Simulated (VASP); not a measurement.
# NaCl (Pm-3m) in VASP: further runs

NaCl is run at these levels: r2SCAN; tasks: single point.

All numbers are computed with VASP 6.6.1; they aren't measurements. Logs are shortened: lines on timing, memory, paths and dates and some standing lists are left out, and cuts for length are marked.

## Step 1: The cell of the first run

Symmetry: Pm-3m, No. 221, cubic system. Conventional cell: a = 3.527 Å, b = 3.527 Å, c = 3.527 Å, α = 90.00°, β = 90.00°, γ = 90.00°. Within 4.0 Å of Na (site symmetry m-3m) lie 8 Cl at 3.05 Å and 6 Na at 3.53 Å. Within 4.0 Å of Cl (site symmetry m-3m) lie 8 Na at 3.05 Å and 6 Cl at 3.53 Å.

## Step 2: Single point, r2SCAN (volume changed by +6%)

Input file POSCAR:

```
NaCl
1.0
    3.5273972931      0.0000000000      0.0000000000
    0.0000000000      3.5273972931      0.0000000000
    0.0000000000      0.0000000000      3.5273972931
Na Cl
1 1
Direct
    0.0000000000      0.0000000000      0.0000000000
    0.5000000000      0.5000000000      0.5000000000
```

Input file INCAR.step1:

```
PREC = Accurate ; ENCUT = 520
ISMEAR = 0 ; SIGMA = 0.01
LREAL = F ; LASPH = T
NELM = 60 ; NBANDS = 14
GGA = PE ; ALGO = Normal
EDIFF = 1E-4 ; LWAVE = T
LCHARG = F
```

Input file INCAR.step2:

```
PREC = Accurate ; ENCUT = 520
EDIFF = 1E-6 ; ISMEAR = 0
SIGMA = 0.01 ; LREAL = F
LASPH = T ; NELM = 60
ALGO = Normal ; ISIF = 2
LWAVE = F ; LCHARG = F
METAGGA = R2SCAN ; LMIXTAU = T
NBANDS = 14 ; ISTART = 1
```

Input file KPOINTS:

```
Automatic mesh
0
Gamma
  6 6 6
```

Potentials or basis: VASP PAW PBE potentials, release 64 (Na_pv, Cl).

Command:

```sh
$ cat potpaw_PBE.64/Na_pv/POTCAR potpaw_PBE.64/Cl/POTCAR > POTCAR
$ cp INCAR.step1 INCAR
$ mpirun -np 1 vasp_std > vasp.out
$ cp INCAR.step2 INCAR
$ mpirun -np 1 vasp_std > vasp.out
```

OUTCAR:

```text
PREC = Accurate
   ENCUT = 520
   EDIFF = 1E-6
   ISMEAR = 0
   LREAL = F
   LASPH = T
   NELM = 60
   ISIF = 2
   METAGGA = R2SCAN
   ISTART = 1

 ion  position               nearest neighbor table
   1  0.000  0.000  0.000-
   2  0.500  0.500  0.500-

  LATTYP: Found a simple cubic cell.
 ALAT       =     3.5273972931

  Lattice vectors:

 A1 = (   3.5273972931,   0.0000000000,   0.0000000000)
 A2 = (   0.0000000000,   3.5273972931,   0.0000000000)
 A3 = (   0.0000000000,   0.0000000000,   3.5273972931)

Analysis of symmetry for initial positions (statically):
=====================================================================
 Subroutine PRICEL returns:
 Original cell was already a primitive cell.

 Routine SETGRP: Setting up the symmetry group for a
 simple cubic supercell.

 Subroutine GETGRP returns: Found 48 space group operations
 (whereof 48 operations were pure point group operations)
 out of a pool of 48 trial point group operations.

The static configuration has the point symmetry O_h .

Analysis of symmetry for dynamics (positions and initial velocities):
=====================================================================
 Subroutine PRICEL returns:
 Original cell was already a primitive cell.

 Routine SETGRP: Setting up the symmetry group for a
 simple cubic supercell.

 Subroutine GETGRP returns: Found 48 space group operations
 (whereof 48 operations were pure point group operations)
 out of a pool of 48 trial point group operations.

The dynamic configuration has the point symmetry O_h .

 Subroutine INISYM returns: Found 48 space group operations
 (whereof 48 operations are pure point group operations),
 and found     1 'primitive' translations

----------------------------------------------------------------------------------------

                                     Primitive cell

  volume of cell :      43.8898

  direct lattice vectors                    reciprocal lattice vectors
     3.527397293  0.000000000  0.000000000     0.283495143  0.000000000  0.000000000
     0.000000000  3.527397293  0.000000000     0.000000000  0.283495143  0.000000000
     0.000000000  0.000000000  3.527397293     0.000000000  0.000000000  0.283495143

  length of vectors
     3.527397293  3.527397293  3.527397293     0.283495143  0.283495143  0.283495143

  position of ions in fractional coordinates (direct lattice)
     0.000000000  0.000000000  0.000000000
     0.500000000  0.500000000  0.500000000

  ion indices of the primitive-cell ions
   primitive index   ion index
                 1           1
                 2           2

----------------------------------------------------------------------------------------

 KPOINTS: Automatic mesh

Automatic generation of k-mesh.
 Grid dimensions read from file:
 generate k-points for:    6    6    6

 Generating k-lattice:

  Cartesian coordinates                     Fractional coordinates (reciprocal lattice)
     0.047249190  0.000000000  0.000000000     0.166666667  0.000000000  0.000000000
     0.000000000  0.047249190  0.000000000     0.000000000  0.166666667  0.000000000
     0.000000000  0.000000000  0.047249190     0.000000000  0.000000000  0.166666667

  Length of vectors
     0.047249190  0.047249190  0.047249190

  Shift w.r.t. Gamma in fractional coordinates (k-lattice)
     0.000000000  0.000000000  0.000000000

 Subroutine IBZKPT returns following result:
 ===========================================

 Found     20 irreducible k-points:

 Following reciprocal coordinates:
            Coordinates               Weight
  0.000000  0.000000  0.000000      1.000000
  0.166667  0.000000  0.000000      6.000000
  0.333333  0.000000  0.000000      6.000000
  0.500000  0.000000  0.000000      3.000000
  0.166667  0.166667  0.000000     12.000000
  0.333333  0.166667  0.000000     24.000000
[... 12 lines left out ...]
  0.500000  0.500000  0.333333      6.000000
  0.500000  0.500000  0.500000      1.000000
   k-points           NKPTS =     20   k-points in BZ     NKDIM =     20   number of bands    NBANDS=     14
   number of dos      NEDOS =    301   number of ions     NIONS =      2
   total plane-waves  NPLWV =  21952
   dimension x,y,z NGX =    28 NGY =   28 NGZ =   28
   dimension x,y,z NGXF=    56 NGYF=   56 NGZF=   56
   ions per type =               1   1
   NGX,Y,Z   is equivalent  to a cutoff of  13.20, 13.20, 13.20 a.u.
   NGXF,Y,Z  is equivalent  to a cutoff of  26.39, 26.39, 26.39 a.u.
 SYSTEM =  unknown system
   PREC   = accura    normal or accurate (medium, high low for compatibility)
   ISTART =      1    job   : 0-new  1-cont  2-samecut
   ICHARG =      0    charge: 1-file 2-atom 10-const
   ISPIN  =      1    spin polarized calculation?
   LNONCOLLINEAR =      F non collinear calculations
   LSORBIT =      F    spin-orbit coupling
   LASPH  =      T    aspherical Exc in radial PAW
   ENCUT  =  520.0 eV  38.22 Ry    6.18 a.u.   6.56  6.56  6.56*2*pi/ulx,y,z
   NELM   =     60;   NELMIN=  2; NELMDL=  0     # of ELM steps
   EDIFF  = 0.1E-05   stopping-criterion for ELM
   LREAL  =      F    real-space projection
   EDIFFG = 0.1E-04   stopping-criterion for IOM
   NSW    =      0    number of steps for IOM
   IBRION =     -1    ionic relax: 0-MD 1-quasi-New 2-CG
   NFREE  =      0    steps in history (QN), initial steepest desc. (CG)
   ISIF   =      2    stress and relaxation
   ISYM   =      2    0-nonsym 1-usesym 2-fastsym
   POTIM  = 0.5000    time-step for ionic-motion
   TEBEG  =    0.0;   TEEND  =   0.0 temperature during run
   PSTRESS=    0.0 pullay stress
   NELECT =      14.0000    total number of electrons
   NUPDOWN=      -1.0000    fix difference up-down
   EMIN   =  10.00;   EMAX   =-10.00  energy-range for DOS
   EFERMI =   0.00;   METHOD = LEGACY
   ISMEAR =     0;   SIGMA  =   0.01  broadening in eV -4-tet -1-fermi 0-gaus
   EFERMI_NEDOS =   21; number of points for ismear=-14 and -15
   IALGO  =     38    algorithm
   IMIX   =      4    mixing-type and parameters
     AMIX     =   0.40;   BMIX     =  1.00
     AMIX_MAG =   1.60;   BMIX_MAG =  1.00
  volume/ion in A,a.u.               =      21.94       148.09
  Fermi-wavevector in a.u.,A,eV,Ry     =   1.118570  2.113791 17.023591  1.251199
  Thomas-Fermi vector in A             =   2.255202
   LORBIT       =      0    0 simple, 1 ext, 2 COOP (PROOUT), +10 PAW based schemes
   METAGGA = R2SCAN    functional components
   LHFCALC =     F    Hartree Fock is set to
   AEXX    =    0.0000 exact exchange contribution
   IVDW    =     0    specifies the selected vdW correction
   LEPSILON=     F    determine dielectric tensor
   LRPA    =     F    only Hartree local field effects (RPA)
 non-spin polarized calculation
 Gauss-broadening in eV      SIGMA  =   0.01
  energy-cutoff  :      520.00
  volume of cell :       43.89
 maximum number of plane-waves:      1213
 NGX is ok and might be reduce to    28
   NGX = 13   NGY = 13   NGZ = 13

 number of electron      13.9999981 magnetization

 Free energy of the ion-electron system (eV)
  ---------------------------------------------------
  ext. energy  EPLUGINS =         0.00000000
  ---------------------------------------------------
  free energy    TOTEN  =       -13.44998732 eV

  energy without entropy =      -13.44998732  energy(sigma->0) =      -13.44998732

 E-fermi :   0.0430     XC(G=0):  -8.7982

 val. band max:       -0.1093880614   @ k =   0.5000   0.5000   0.0000
 cond. band min:       4.6277600295   @ k =   0.0000   0.0000   0.0000
 fundamental gap:      4.7371480909
 Fermi energy:         0.0430241252

 k-point     1 :       0.0000    0.0000    0.0000
  band No.  band energies     occupation
      1     -22.9554      2.00000
      2     -22.9554      2.00000
      3     -22.9554      2.00000
      4     -13.9973      2.00000
      5      -0.5965      2.00000
      6      -0.5965      2.00000
      7      -0.5965      2.00000
      8       4.6278      0.00000
      9       9.0923      0.00000
     10       9.0923      0.00000
     11      16.4860      0.00000
     12      16.4862      0.00000
     13      16.4870      0.00000
     14      16.6286      0.00000

 k-point     2 :       0.1667    0.0000    0.0000
  band No.  band energies     occupation
      1     -22.9641      2.00000
      2     -22.9546      2.00000
      3     -22.9546      2.00000
      4     -13.9161      2.00000
      5      -1.3455      2.00000
      6      -0.5411      2.00000
      7      -0.5411      2.00000
      8       5.3311      0.00000
      9       9.4054      0.00000
     10       9.6317      0.00000
     11      14.5606      0.00000
     12      14.5606      0.00000
     13      15.9858      0.00000
     14      16.7010      0.00000

 k-point     3 :       0.3333    0.0000    0.0000
  band No.  band energies     occupation
      1     -22.9815      2.00000
      2     -22.9531      2.00000
      3     -22.9531      2.00000
      4     -13.7451      2.00000
      5      -2.4911      2.00000
      6      -0.4262      2.00000
      7      -0.4262      2.00000
      8       6.6076      0.00000
      9       9.8858      0.00000
     10      10.2949      0.00000
     11      13.0346      0.00000
     12      13.0346      0.00000
     13      14.8702      0.00000
     14      16.6798      0.00000

 k-point     4 :       0.5000    0.0000    0.0000
  band No.  band energies     occupation
      1     -22.9902      2.00000
      2     -22.9523      2.00000
      3     -22.9523      2.00000
      4     -13.6547      2.00000
      5      -2.9714      2.00000
      6      -0.3664      2.00000
      7      -0.3664      2.00000
      8       7.5112      0.00000
      9       9.2662      0.00000
     10      11.1582      0.00000
     11      12.4759      0.00000
     12      12.4759      0.00000
     13      13.3644      0.00000
     14      17.5602      0.00000

 k-point     5 :       0.1667    0.1667    0.0000
  band No.  band energies     occupation
      1     -22.9640      2.00000
      2     -22.9622      2.00000
      3     -22.9539      2.00000
      4     -13.8391      2.00000
      5      -1.3716      2.00000
      6      -1.1282      2.00000
      7      -0.4842      2.00000
      8       5.9726      0.00000
      9       9.6675      0.00000
     10      10.0543      0.00000
     11      13.0869      0.00000
[... 208 lines left out ...]
 k-point    18 :       0.5000    0.3333    0.3333
  band No.  band energies     occupation
      1     -22.9805      2.00000
      2     -22.9723      2.00000
      3     -22.9715      2.00000
      4     -13.2629      2.00000
      5      -2.1743      2.00000
      6      -1.6817      2.00000
      7      -1.6044      2.00000
      8       7.4518      0.00000
      9       8.2113      0.00000
     10       8.7879      0.00000
     11      13.9530      0.00000
     12      14.6661      0.00000
     13      14.7465      0.00000
     14      15.9250      0.00000

 k-point    19 :       0.5000    0.5000    0.3333
  band No.  band energies     occupation
      1     -22.9791      2.00000
      2     -22.9791      2.00000
      3     -22.9709      2.00000
      4     -13.1930      2.00000
      5      -2.0475      2.00000
      6      -2.0475      2.00000
      7      -1.5421      2.00000
      8       7.1494      0.00000
      9       8.2633      0.00000
     10       8.2633      0.00000
     11      13.7656      0.00000
     12      14.4989      0.00000
     13      16.2069      0.00000
     14      16.2069      0.00000

 k-point    20 :       0.5000    0.5000    0.5000
  band No.  band energies     occupation
      1     -22.9780      2.00000
      2     -22.9780      2.00000
      3     -22.9780      2.00000
      4     -13.1227      2.00000
      5      -1.9401      2.00000
      6      -1.9401      2.00000
      7      -1.9401      2.00000
      8       7.6388      0.00000
      9       7.6388      0.00000
     10       7.6388      0.00000
     11      12.7006      0.00000
     12      16.6472      0.00000
     13      16.6472      0.00000
     14      16.6472      0.00000

------------------------ aborting loop because EDIFF is reached ----------------------------------------

  FORCE on cell =-STRESS in cart. coord.  units (eV):
  Direction    XX          YY          ZZ          XY          YZ          ZX
  --------------------------------------------------------------------------------------
  -------------------------------------------------------------------------------------
  Total       -0.4628218     -0.4628218     -0.4628218      0.0000000      0.0000000     -0.0000000
  in kB      -16.8951205    -16.8951205    -16.8951205      0.0000000      0.0000000     -0.0000000
  external PRESSURE =     -16.8951205 kB  Pullay stress =       0.0000000 kB

 VOLUME and BASIS-vectors are now :
 -----------------------------------------------------------------------------
  energy-cutoff  :      520.00
  volume of cell :       43.89
      direct lattice vectors                 reciprocal lattice vectors
     3.527397293  0.000000000  0.000000000     0.283495143  0.000000000  0.000000000
     0.000000000  3.527397293  0.000000000     0.000000000  0.283495143  0.000000000
     0.000000000  0.000000000  3.527397293     0.000000000  0.000000000  0.283495143

 POSITION                                       TOTAL-FORCE (eV/Angst)
 -----------------------------------------------------------------------------------
      0.00000      0.00000      0.00000         0.000000      0.000000      0.000000
      1.76370      1.76370      1.76370         0.000000      0.000000      0.000000
 -----------------------------------------------------------------------------------
    total drift:                               -0.000000      0.000000      0.000000

  FREE ENERGIE OF THE ION-ELECTRON SYSTEM (eV)
  ---------------------------------------------------
  free  energy   TOTEN  =       -13.4499873191 eV

  energy  without entropy=      -13.4499873191  energy(sigma->0) =      -13.44998732
```

It took 20 s on 1 thread of Intel Xeon 6975P-C (Granite Rapids), shared host; peak memory 0.15 GiB.

Results:

* Free energy: -13.4500 eV
* Pressure: -1.7 GPa
* Band gap on the k mesh: 4.74 eV, indirect (least direct gap 5.22 eV)

Caveat: the PAW data sets were made with another functional, which shifts forces and pressure a little.

(Continued in part 2 of 2.)
